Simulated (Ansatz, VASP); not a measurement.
One calculation of SnO, two programs

Contents of INCAR:

```
SYSTEM = SnO
  ALGO = Normal
  DIPOL = 0.5 0.5 0.500
  EDIFF = 1E-7
  EDIFFG = -0.01
  ENCUT = 520
  GGA = PE
  IBRION = 2
  IDIPOL = 3
  ISIF = 2
  ISMEAR = 0
  IVDW = 12
  LASPH = .True.
  LCHARG = .False.
  LDIPOL = .True.
  LREAL = .False.
  LWAVE = .False.
  NELM = 80
  NSW = 60
  PREC = Accurate
  SIGMA = 0.02
```

Contents of KPOINTS:

```
k-points
0
Gamma
  6 6 1
  0 0 0
```

File POSCAR:

```
SnO
1.0
    3.7442378858      0.0000052838      0.0000000000
   -0.0000051233      3.7442378858      0.0000000000
    0.0000000000      0.0000000000     30.6344298968
Sn O
2 2
Direct
    0.9998505288      0.9998505288      0.4614165615
    0.4998494254      0.4998494254      0.5385847816
    0.9998515282      0.4998510770      0.5000006575
    0.4998510770      0.9998515282      0.5000006575
```

Input for Ansatz:

```yaml
crystal:
  lattice:
    - [3.7442378858, 5.2838e-06, 0.0]
    - [-5.1233e-06, 3.7442378858, 0.0]
    - [0.0, 0.0, 30.6344298968]
  atoms:
    - { symbol: Sn, position: [0.9998505288, 0.9998505288, 0.4614165615] }
    - { symbol: O, position: [0.9998515282, 0.499851077, 0.5000006575] }
    - { symbol: O, position: [0.499851077, 0.9998515282, 0.5000006575] }
    - { symbol: Sn, position: [0.4998494254, 0.4998494254, 0.5385847816] }
  periodic: [true, true, false]
basis:
  ecutwfc: 420
kpoints:
  mp_grid: { grid: [6, 6, 1] }
  band_path:
    path:
      - [0, 0, 0]
      - [0.5, 0, 0]
      - [0.5, 0.5, 0]
      - [0, 0.5, 0]
      - [0, 0, 0]
      - [0.5, 0.5, 0]
    npoints: 8
hamiltonian:
  xc: pbe
  dispersion: d3bj
scf:
  occupations: { method: gaussian, width: 0.02 }
output:
  forces: true
  stress: true
  eigenvalues: true
  write_density: true
  write_potential: true
  elf: true
  volumetric_format: npy
relax:
  adjacent_minimum: "off"
  f_tol: 0.01
  max_steps: 40
```

Change from the starting cell: biaxial strain -0.020, atoms relaxed.

Alike in both runs: task relaxation of the atoms; functional PBE; dispersion D3(BJ); k mesh 6 × 6 × 1; occupations gaussian, width 0.02 eV; no spin polarisation.

|  | VASP | Ansatz |
| --- | --- | --- |
| version | VASP 6.6.1 | Ansatz 0.2.0 |
| potentials or method | VASP PAW PBE potentials, release 64 (Sn_d, O), cutoff 520 eV | scalar-relativistic, plane waves, PAW |
| valence electrons in the cell | 40 | 40 |

|  | VASP | Ansatz | Ansatz less VASP |
| --- | --- | --- | --- |
| gap on the k mesh at the Fermi level, each at its own relaxed structure (eV) | 3.15 | 3.16 | +0.012 |

Ansatz's warnings: stress scf threshold loose, structure snapped to symmetry, xc potential rough in thin density.
